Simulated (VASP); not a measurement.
# SiC (F-43m) in VASP: notebook

Runs on SiC. Level: PBE. Tasks: single point.

Program: VASP 6.6.1. These are calculated values, not measurements. Logs are shortened: lines on timing, memory, paths and dates and some standing lists are left out, and cuts for length are marked.

## 1. The cell of the first run

It takes space group F-43m (No. 216, cubic). Conventional cell: a = 4.380 Å, b = 4.380 Å, c = 4.380 Å, α = 90.00°, β = 90.00°, γ = 90.00°. Si (site symmetry -43m) has 4 C at 1.90 Å within 2.5 Å. Within 2.5 Å of C (site symmetry -43m) lie 4 Si at 1.90 Å.

## 2. Single point, PBE

The input, INCAR:

```
ALGO = Normal ; EDIFF = 1E-6
ENCUT = 600 ; GGA = PE
GGA_COMPAT = F ; ISIF = 2
ISMEAR = 0 ; LASPH = T
LCHARG = F ; LREAL = F
LWAVE = F ; NBANDS = 11
NELM = 120 ; PREC = Accurate
SIGMA = 0.01
```

The input, KPOINTS:

```
k-points
0
Gamma
  10 10 10
```

The input, POSCAR:

```
SiC
1.0
    0.0000000000      2.1898629720      2.1898629720
    2.1898629720      0.0000000000      2.1898629720
    2.1898629720      2.1898629720      0.0000000000
Si C
1 1
Direct
    0.2500000000      0.2500000000      0.2500000000
    0.0000000000      0.0000000000      0.0000000000
```

Potentials or basis: VASP PAW PBE potentials, release 64 (Si, C).

Command:

```
$ cat potpaw_PBE.64/Si/POTCAR potpaw_PBE.64/C/POTCAR > POTCAR
$ mpirun -np 1 vasp_std > vasp.out
```

OUTCAR:

```text
EDIFF = 1E-6
   ENCUT = 600
   GGA = PE
   ISIF = 2
   ISMEAR = 0
   LASPH = T
   LREAL = F
   NELM = 120
   PREC = Accurate

 ion  position               nearest neighbor table
   1  0.250  0.250  0.250-   2 1.90   2 1.90   2 1.90   2 1.90
   2  0.000  0.000  0.000-   1 1.90   1 1.90   1 1.90   1 1.90

  LATTYP: Found a face centered cubic cell.
 ALAT       =     4.3797259440

  Lattice vectors:

 A1 = (   0.0000000000,   2.1898629720,   2.1898629720)
 A2 = (   2.1898629720,   0.0000000000,   2.1898629720)
 A3 = (   2.1898629720,   2.1898629720,   0.0000000000)

Analysis of symmetry for initial positions (statically):
=====================================================================
 Subroutine PRICEL returns:
 Original cell was already a primitive cell.

 Routine SETGRP: Setting up the symmetry group for a
 face centered cubic supercell.

 Subroutine GETGRP returns: Found 24 space group operations
 (whereof 24 operations were pure point group operations)
 out of a pool of 48 trial point group operations.

The static configuration has the point symmetry T_d .

Analysis of symmetry for dynamics (positions and initial velocities):
=====================================================================
 Subroutine PRICEL returns:
 Original cell was already a primitive cell.

 Routine SETGRP: Setting up the symmetry group for a
 face centered cubic supercell.

 Subroutine GETGRP returns: Found 24 space group operations
 (whereof 24 operations were pure point group operations)
 out of a pool of 48 trial point group operations.

The dynamic configuration has the point symmetry T_d .

 Subroutine INISYM returns: Found 24 space group operations
 (whereof 24 operations are pure point group operations),
 and found     1 'primitive' translations

----------------------------------------------------------------------------------------

                                     Primitive cell

  volume of cell :      21.0030

  direct lattice vectors                    reciprocal lattice vectors
     0.000000000  2.189862972  2.189862972    -0.228324789  0.228324789  0.228324789
     2.189862972  0.000000000  2.189862972     0.228324789 -0.228324789  0.228324789
     2.189862972  2.189862972  0.000000000     0.228324789  0.228324789 -0.228324789

  length of vectors
     3.096933915  3.096933915  3.096933915     0.395470134  0.395470134  0.395470134

  position of ions in fractional coordinates (direct lattice)
     0.250000000  0.250000000  0.250000000
     0.000000000  0.000000000  0.000000000

  ion indices of the primitive-cell ions
   primitive index   ion index
                 1           1
                 2           2

----------------------------------------------------------------------------------------

 KPOINTS: k-points

Automatic generation of k-mesh.
 Grid dimensions read from file:
 generate k-points for:   10   10   10

 Generating k-lattice:

  Cartesian coordinates                     Fractional coordinates (reciprocal lattice)
    -0.022832479  0.022832479  0.022832479     0.100000000  0.000000000  0.000000000
     0.022832479 -0.022832479  0.022832479     0.000000000  0.100000000  0.000000000
     0.022832479  0.022832479 -0.022832479     0.000000000  0.000000000  0.100000000

  Length of vectors
     0.039547013  0.039547013  0.039547013

  Shift w.r.t. Gamma in fractional coordinates (k-lattice)
     0.000000000  0.000000000  0.000000000

 Subroutine IBZKPT returns following result:
 ===========================================

 Found     47 irreducible k-points:

 Following reciprocal coordinates:
            Coordinates               Weight
  0.000000  0.000000  0.000000      1.000000
  0.100000  0.000000  0.000000      8.000000
  0.200000  0.000000  0.000000      8.000000
  0.300000  0.000000  0.000000      8.000000
  0.400000  0.000000  0.000000      8.000000
  0.500000  0.000000  0.000000      4.000000
[... 16 lines left out ...]
  0.300000  0.300000  0.000000      6.000000
  0.400000  0.300000  0.000000     24.000000
 [... further k-points ...]
   k-points           NKPTS =     47   k-points in BZ     NKDIM =     47   number of bands    NBANDS=     11
   number of dos      NEDOS =    301   number of ions     NIONS =      2
   total plane-waves  NPLWV =  21952
   dimension x,y,z NGX =    28 NGY =   28 NGZ =   28
   dimension x,y,z NGXF=    56 NGYF=   56 NGZF=   56
   ions per type =               1   1
   NGX,Y,Z   is equivalent  to a cutoff of  15.03, 15.03, 15.03 a.u.
   NGXF,Y,Z  is equivalent  to a cutoff of  30.06, 30.06, 30.06 a.u.
 SYSTEM =  unknown system
   PREC   = accura    normal or accurate (medium, high low for compatibility)
   ISTART =      0    job   : 0-new  1-cont  2-samecut
   ICHARG =      2    charge: 1-file 2-atom 10-const
   ISPIN  =      1    spin polarized calculation?
   LNONCOLLINEAR =      F non collinear calculations
   LSORBIT =      F    spin-orbit coupling
   LASPH  =      T    aspherical Exc in radial PAW
   ENCUT  =  600.0 eV  44.10 Ry    6.64 a.u.   6.19  6.19  6.19*2*pi/ulx,y,z
   NELM   =    120;   NELMIN=  2; NELMDL= -5     # of ELM steps
   EDIFF  = 0.1E-05   stopping-criterion for ELM
   LREAL  =      F    real-space projection
   EDIFFG = 0.1E-04   stopping-criterion for IOM
   NSW    =      0    number of steps for IOM
   IBRION =     -1    ionic relax: 0-MD 1-quasi-New 2-CG
   NFREE  =      0    steps in history (QN), initial steepest desc. (CG)
   ISIF   =      2    stress and relaxation
   ISYM   =      2    0-nonsym 1-usesym 2-fastsym
   POTIM  = 0.5000    time-step for ionic-motion
   TEBEG  =    0.0;   TEEND  =   0.0 temperature during run
   PSTRESS=    0.0 pullay stress
   NELECT =       8.0000    total number of electrons
   NUPDOWN=      -1.0000    fix difference up-down
   EMIN   =  10.00;   EMAX   =-10.00  energy-range for DOS
   EFERMI =   0.00;   METHOD = LEGACY
   ISMEAR =     0;   SIGMA  =   0.01  broadening in eV -4-tet -1-fermi 0-gaus
   EFERMI_NEDOS =   21; number of points for ismear=-14 and -15
   IALGO  =     38    algorithm
   IMIX   =      4    mixing-type and parameters
     AMIX     =   0.40;   BMIX     =  1.00
     AMIX_MAG =   1.60;   BMIX_MAG =  1.00
  volume/ion in A,a.u.               =      10.50        70.87
  Fermi-wavevector in a.u.,A,eV,Ry     =   1.186710  2.242556 19.160817  1.408280
  Thomas-Fermi vector in A             =   2.322877
   LORBIT       =      0    0 simple, 1 ext, 2 COOP (PROOUT), +10 PAW based schemes
   GGA     = PE    functional components
   LHFCALC =     F    Hartree Fock is set to
   AEXX    =    0.0000 exact exchange contribution
   IVDW    =     0    specifies the selected vdW correction
   LEPSILON=     F    determine dielectric tensor
   LRPA    =     F    only Hartree local field effects (RPA)
 non-spin polarized calculation
 Gauss-broadening in eV      SIGMA  =   0.01
  energy-cutoff  :      600.00
  volume of cell :       21.00
 maximum number of plane-waves:       725
 NGX is ok and might be reduce to    28
   NGX = 13   NGY = 13   NGZ = 13

 number of electron       8.0000000 magnetization

 Free energy of the ion-electron system (eV)
  ---------------------------------------------------
  ext. energy  EPLUGINS =         0.00000000
  ---------------------------------------------------
  free energy    TOTEN  =       -15.06218811 eV

  energy without entropy =      -15.06218811  energy(sigma->0) =      -15.06218811

 E-fermi :   8.0349     XC(G=0): -11.2912

 val. band max:        7.9396990223   @ k =   0.0000   0.0000   0.0000
 cond. band min:       9.3107323004   @ k =   0.5000   0.5000   0.0000
 fundamental gap:      1.3710332780
 Fermi energy:         8.0349334700

 k-point     1 :       0.0000    0.0000    0.0000
  band No.  band energies     occupation
      1      -7.3468      2.00000
      2       7.9397      2.00000
      3       7.9397      2.00000
      4       7.9397      2.00000
      5      13.9985      0.00000
      6      15.1448      0.00000
      7      15.1448      0.00000
      8      15.1448      0.00000
      9      22.3602      0.00000
     10      22.3602      0.00000
     11      24.1902      0.00000

 k-point     2 :       0.1000    0.0000    0.0000
  band No.  band energies     occupation
      1      -7.1537      2.00000
      2       6.9332      2.00000
      3       7.8064      2.00000
      4       7.8064      2.00000
      5      14.2815      0.00000
      6      15.3859      0.00000
      7      15.3859      0.00000
      8      15.3997      0.00000
      9      21.4263      0.00000
     10      21.4263      0.00000
     11      24.0910      0.00000

 k-point     3 :       0.2000    0.0000    0.0000
  band No.  band energies     occupation
      1      -6.5833      2.00000
      2       4.8280      2.00000
      3       7.5007      2.00000
      4       7.5007      2.00000
      5      14.0117      0.00000
      6      15.7484      0.00000
      7      15.7484      0.00000
      8      16.5844      0.00000
      9      20.7662      0.00000
     10      20.7662      0.00000
     11      23.2148      0.00000

 k-point     4 :       0.3000    0.0000    0.0000
  band No.  band energies     occupation
      1      -5.6716      2.00000
      2       2.5379      2.00000
      3       7.1859      2.00000
      4       7.1859      2.00000
      5      13.6034      0.00000
      6      15.6304      0.00000
      7      15.6304      0.00000
      8      17.5761      0.00000
      9      21.5624      0.00000
     10      21.5624      0.00000
     11      22.9277      0.00000

 k-point     5 :       0.4000    0.0000    0.0000
  band No.  band energies     occupation
      1      -4.5469      2.00000
      2       0.5098      2.00000
      3       6.9678      2.00000
      4       6.9678      2.00000
      5      13.3311      0.00000
      6      15.2695      0.00000
      7      15.2695      0.00000
      8      17.8940      0.00000
      9      23.4556      0.00000
     10      23.4556      0.00000
     11      23.4946      0.00000
[... 211 lines left out ...]
 k-point    21 :      -0.3000    0.2000    0.0000
  band No.  band energies     occupation
      1      -4.3221      2.00000
      2       1.5708      2.00000
      3       4.1626      2.00000
      4       6.7752      2.00000
      5      13.4776      0.00000
      6      16.0720      0.00000
      7      16.6070      0.00000
      8      18.0868      0.00000
      9      20.5861      0.00000
     10      23.2361      0.00000
     11      26.8257      0.00000

 k-point    22 :      -0.2000    0.2000    0.0000
  band No.  band energies     occupation
      1      -5.3654      2.00000
      2       3.1626      2.00000
      3       4.7519      2.00000
      4       7.2926      2.00000
      5      14.4257      0.00000
      6      15.8200      0.00000
      7      16.2213      0.00000
      8      16.9761      0.00000
      9      19.4075      0.00000
     10      23.2143      0.00000
     11      26.9253      0.00000

 k-point    23 :       0.3000    0.3000    0.0000
  band No.  band energies     occupation
      1      -5.1022      2.00000
      2       3.5858      2.00000
      3       5.5989      2.00000
      4       5.5989      2.00000
      5      11.0843      0.00000
      6      13.4959      0.00000
      7      19.3282      0.00000
      8      19.3282      0.00000
      9      20.1791      0.00000
     10      24.9167      0.00000
     11      29.4514      0.00000

 k-point    24 :       0.4000    0.3000    0.0000
  band No.  band energies     occupation
      1      -4.2452      2.00000
      2       2.3764      2.00000
      3       4.8186      2.00000
      4       5.3387      2.00000
      5      10.7985      0.00000
      6      13.5028      0.00000
      7      19.4022      0.00000
      8      19.7309      0.00000
      9      21.5331      0.00000
     10      25.8802      0.00000
     11      28.9672      0.00000

 [... further k-points ...]
[... 5 lines left out ...]
  --------------------------------------------------------------------------------------
  -------------------------------------------------------------------------------------
  Total       -0.0239454     -0.0239454     -0.0239454      0.0000000      0.0000000      0.0000000
  in kB       -1.8266320     -1.8266320     -1.8266320      0.0000000      0.0000000      0.0000000
  external PRESSURE =      -1.8266320 kB  Pullay stress =       0.0000000 kB

 VOLUME and BASIS-vectors are now :
 -----------------------------------------------------------------------------
  energy-cutoff  :      600.00
  volume of cell :       21.00
      direct lattice vectors                 reciprocal lattice vectors
     0.000000000  2.189862972  2.189862972    -0.228324789  0.228324789  0.228324789
     2.189862972  0.000000000  2.189862972     0.228324789 -0.228324789  0.228324789
     2.189862972  2.189862972  0.000000000     0.228324789  0.228324789 -0.228324789

 POSITION                                       TOTAL-FORCE (eV/Angst)
 -----------------------------------------------------------------------------------
      1.09493      1.09493      1.09493        -0.000000     -0.000000     -0.000000
      0.00000      0.00000      0.00000         0.000000      0.000000      0.000000
 -----------------------------------------------------------------------------------
    total drift:                                0.000000      0.000000      0.000000

  FREE ENERGIE OF THE ION-ELECTRON SYSTEM (eV)
  ---------------------------------------------------
  free  energy   TOTEN  =       -15.0621881104 eV

  energy  without entropy=      -15.0621881104  energy(sigma->0) =      -15.06218811
```

It used 22 s of CPU time on 1 thread of AMD EPYC 7R13 Processor (Zen 3) (shared host).

What came out:

```
Free energy            : -15.0622 eV
Pressure               : -0.2 GPa
Band gap on the k mesh : 1.37 eV, indirect (least direct gap 4.53 eV)
```

## 3. Single point, PBE

INCAR is that of step 2.

KPOINTS is that of step 2.

POSCAR is that of step 2.

Potentials or basis: VASP PAW PBE potentials, release 64 (Si, C).

Command:

```
$ cat potpaw_PBE.64/Si/POTCAR potpaw_PBE.64/C/POTCAR > POTCAR
$ mpirun -np 1 vasp_std > vasp.out
```

Run time: 8.6 s. Hardware: 1 thread of Intel Xeon 6975P-C (Granite Rapids), shared host; peak memory 0.15 GiB.

The run converged. Its results:

```
Free energy            : -15.0622 eV
Pressure               : -0.2 GPa
Band gap on the k mesh : 1.37 eV, indirect (least direct gap 4.53 eV)
```

Levels at points of the mesh, in eV from the valence-band top:
| k point | band 2 | band 3 | band 4 | band 5 | band 6 | band 7 |
| --- | --- | --- | --- | --- | --- | --- |
| (0.00, 0.00, 0.00) | 0.00 | 0.00 | 0.00 | 6.06 | 7.21 | 7.21 |
| (0.50, 0.00, 0.00) | -8.45 | -1.05 | -1.05 | 5.30 | 7.17 | 7.17 |
| (0.50, 0.50, 0.00) | -7.75 | -3.16 | -3.16 | 1.37 | 4.27 | 13.86 |
